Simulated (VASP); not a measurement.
A run of VASP 6.6.1 is set up as follows.

INCAR

```
SYSTEM = Ta3Sb
  PREC = Accurate
  ENCUT = 500
  EDIFF = 1E-7
  ISMEAR = -1
  SIGMA = 0.1
  LREAL = .FALSE.
  LASPH = .TRUE.
  NELM = 120
  ALGO = Normal
  ISIF = 3
  LWAVE = .FALSE.
  LCHARG = .FALSE.
  IBRION = 2
  NSW = 80
  EDIFFG = -0.02
  GGA_COMPAT = .FALSE.
  NELMIN = 4
```

The input KPOINTS:

```
Automatic mesh
0
G
  4 4 4
  0 0 0
```

POSCAR

```
Ta3Sb
1.0
    5.2650000000      0.0000000000      0.0000000000
    0.0000000000      5.2650000000      0.0000000000
    0.0000000000      0.0000000000      5.2650000000
Ta Sb
6 2
Direct
    0.2500000000      0.0000000000      0.5000000000
    0.5000000000      0.7500000000      0.0000000000
    0.7500000000      0.0000000000      0.5000000000
    0.5000000000      0.2500000000      0.0000000000
    0.0000000000      0.5000000000      0.7500000000
    0.0000000000      0.5000000000      0.2500000000
    0.0000000000      0.0000000000      0.0000000000
    0.5000000000      0.5000000000      0.5000000000
```

Potentials or basis: VASP PAW LDA potentials, release 64 (Ta_sv_GW, Sb_d_GW).

Run with:

```bash
$ cat potpaw_LDA.64/Ta_sv_GW/POTCAR potpaw_LDA.64/Sb_d_GW/POTCAR > POTCAR
$ mpirun -np 1 vasp_std > vasp.out
```

Predict the space group after relaxing (to 0.1 Å).

Pm-3n (No. 223).

Predict the band gap on the k mesh.

zero (bands 54 and 55 overlap by 0.52 eV).

Final structure:
```
CELL_PARAMETERS angstrom
5.19845 0.00000 0.00000
0.00000 5.19845 0.00000
0.00000 0.00000 5.19845
ATOMIC_POSITIONS crystal
Ta 0.25000 0.00000 0.50000
Ta 0.50000 0.75000 0.00000
Ta 0.75000 0.00000 0.50000
Ta 0.50000 0.25000 0.00000
Ta 0.00000 0.50000 0.75000
Ta 0.00000 0.50000 0.25000
Sb 0.00000 0.00000 0.00000
Sb 0.50000 0.50000 0.50000
```

Caveat: spin-orbit coupling is left out, which moves the levels of the heavy elements. Zero-point motion and thermal expansion aren't in these numbers.
